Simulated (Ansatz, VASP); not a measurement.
FeGe in VASP and in Ansatz

```xyz
8
Lattice="4.6420 0.0000 0.0000 0.0000 4.6420 0.0000 0.0000 0.0000 4.6420" Properties=species:S:1:pos:R:3 pbc="T T T"
Fe    0.6170    0.6170    0.6170
Fe    1.7040    4.0250    2.9380
Fe    2.9380    1.7040    4.0250
Fe    4.0250    2.9380    1.7040
Ge    3.8904    3.8904    3.8904
Ge    3.0727    0.7517    1.5694
Ge    1.5694    3.0727    0.7517
Ge    0.7517    1.5694    3.0727
```

Alike in both runs: functional PBE; k mesh 8 × 8 × 8; occupations gaussian, width 0.05 eV; no spin polarisation.

Ansatz relaxed the structure, and its values are those at the end. VASP's run is a single point on that final structure, the one shown.

|  | VASP | Ansatz |
| --- | --- | --- |
| version | VASP 6.6.1 | Ansatz 0.2.0 |
| potentials or method | VASP PAW PBE potentials, release 64 (Fe, Ge_d), cutoff 520 eV | scalar-relativistic, plane waves, PAW |
| valence electrons in the cell | 88 | 120 |

```csv
,VASP,Ansatz,Ansatz less VASP
gap on the k mesh at the Fermi level (eV),0.11,0.12,+0.005
least direct gap on the mesh (eV),0.14,0.14,+0.004
pressure (GPa),0.2,0.0,-0.17
rms of the force components (eV/Å),0.012,0.000,-0.0116
```

With one functional, cell and mesh, what is left measures potentials, basis and numerics. VASP's potentials hold 88 valence electrons a cell and Ansatz's 120, so a difference there can come from the potentials and not from the codes.
